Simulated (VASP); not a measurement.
Wanted: the native input for a VASP 6.6.1 run.

```
Task                   : single point
Functional             : r2SCAN
Potentials or basis    : VASP PAW PBE potentials, release 64 (Al)
Cutoff                 : 520 eV
k mesh                 : 18 × 18 × 10
Occupations            : gaussian, width 0.15 eV
Spin                   : no spin polarisation
Dipole correction      : no
Further INCAR settings : ALGO = Normal; EDIFF = 1e-06; NBANDS = 10
```

Al:

```
CELL_PARAMETERS angstrom
3.12886 0.00000 0.00000
-1.56443 2.70967 0.00000
0.00000 0.00000 4.86685
ATOMIC_POSITIONS crystal
Al 0.66667 0.33333 0.75000
Al 0.33333 0.66667 0.25000
```

This cell differs from its parent crystal: strain +0.1125 x Voigt [1, 1, 0, 0, 0, 0].

One way to write it, as run:

POSCAR

```
Al
1.0
    3.1288565785      0.0000000000      0.0000000000
   -1.5644282892      2.7096692818      0.0000000000
    0.0000000000      0.0000000000      4.8668500000
Al
2
Direct
    0.6666666667      0.3333333333      0.7500000000
    0.3333333333      0.6666666667      0.2500000000
```

INCAR.step1

```
SYSTEM = Al
  PREC = Accurate
  ENCUT = 520
  ISMEAR = 0
  SIGMA = 0.15
  LREAL = .FALSE.
  LASPH = .TRUE.
  NELM = 100
  NBANDS = 10
  GGA = PE
  ALGO = Normal
  EDIFF = 1E-4
  LWAVE = .TRUE.
  LCHARG = .FALSE.
```

INCAR.step2

```
SYSTEM = Al
  PREC = Accurate
  ENCUT = 520
  EDIFF = 1E-6
  ISMEAR = 0
  SIGMA = 0.15
  LREAL = .FALSE.
  LASPH = .TRUE.
  NELM = 100
  ALGO = Normal
  ISIF = 2
  LWAVE = .FALSE.
  LCHARG = .TRUE.
  METAGGA = R2SCAN
  LMIXTAU = .TRUE.
  LELF = .TRUE.
  LVHAR = .TRUE.
  NBANDS = 10
  ISTART = 1
```

KPOINTS

```
regular mesh
0
G
  18 18 10
  0 0 0
```

Potentials or basis: VASP PAW PBE potentials, release 64 (Al).

Launch:

```console
$ cat potpaw_PBE.64/Al/POTCAR > POTCAR
$ cp INCAR.step1 INCAR
$ mpirun -np 1 vasp_std > vasp.out
$ cp INCAR.step2 INCAR
$ mpirun -np 1 vasp_std > vasp.out
```

It gave:

```json
{"Pressure": "-12.3 GPa", "Band gap on the k mesh": "zero (band 3 reaches 10.49 eV, above the bottom of band 4 at 2.74 eV)"}
```

Caveat: the cell differs from its parent crystal (strain +0.1125 x Voigt [1, 1, 0, 0, 0, 0]); the PAW data sets were made with another functional, which shifts forces and pressure a little.

Run time: 110 s on 1 thread of Intel(R) Xeon(R) Platinum 8488C (Sapphire Rapids) (shared host), peak memory 0.21 GiB.
